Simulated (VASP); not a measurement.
Set up this calculation in VASP 6.6.1, as the native input.

```yaml
Task: single point
Functional: PBE
Potentials_or_basis: VASP PAW PBE potentials, release 64 (Sc_sv, Sb, Te)
Cutoff: 520 eV
k_mesh: 8 × 8 × 6
Occupations: gaussian, width 0.1 eV
Spin: no spin polarisation
Dipole_correction: no
Further_INCAR_settings: ALGO = Normal; EDIFF = 1e-06; NBANDS = 29
```

The structure of ScSbTe4 lies in POSCAR:

```
ScSbTe4
1.0
    5.0720843060      0.0000000000      0.0000000000
    0.0000000000      5.0720843060      0.0000000000
    0.0000000000      0.0000000000      7.4372260802
Sc Sb Te
1 1 4
Direct
    0.5000000000      0.5000000000      0.5000000000
    0.0000000000      0.0000000000      0.0000000000
    0.5000000000      0.0000000000      0.7308382591
    0.0000000000      0.5000000000      0.2691617409
    0.5000000000      0.0000000000      0.2691617409
    0.0000000000      0.5000000000      0.7308382591
```

The cell was built from a structure type or drawn by symmetry, and may not be a known phase.

One way to write it, as run:

INCAR

```
SYSTEM = ScSbTe4
PREC = Accurate
ENCUT = 520
EDIFF = 1E-6
ISMEAR = 0
SIGMA = 0.1
LREAL = .False.
LASPH = .True.
NELM = 100
ALGO = Normal
ISIF = 2
LWAVE = .False.
LCHARG = .False.
GGA = PE
NBANDS = 29
```

KPOINTS

```
regular mesh
0
Gamma
  8 8 6
  0 0 0
```

Potentials or basis: VASP PAW PBE potentials, release 64 (Sc_sv, Sb, Te).

The run is started by

```sh
$ cat potpaw_PBE.64/Sc_sv/POTCAR potpaw_PBE.64/Sb/POTCAR potpaw_PBE.64/Te/POTCAR > POTCAR
$ mpirun -np 1 vasp_std > vasp.out
```

Results of the run:

```yaml
Pressure: 0.0 GPa
Largest_force: 0.015 eV/Å
Band_gap_on_the_k_mesh: zero (bands 20 and 21 overlap by 1.69 eV)
```

Caveat: spin-orbit coupling is left out, which moves the levels of the heavy elements.

It took 4.9 min on 1 thread of Intel(R) Xeon(R) 6975P-C (Granite Rapids) (shared host), peak memory 0.49 GiB.
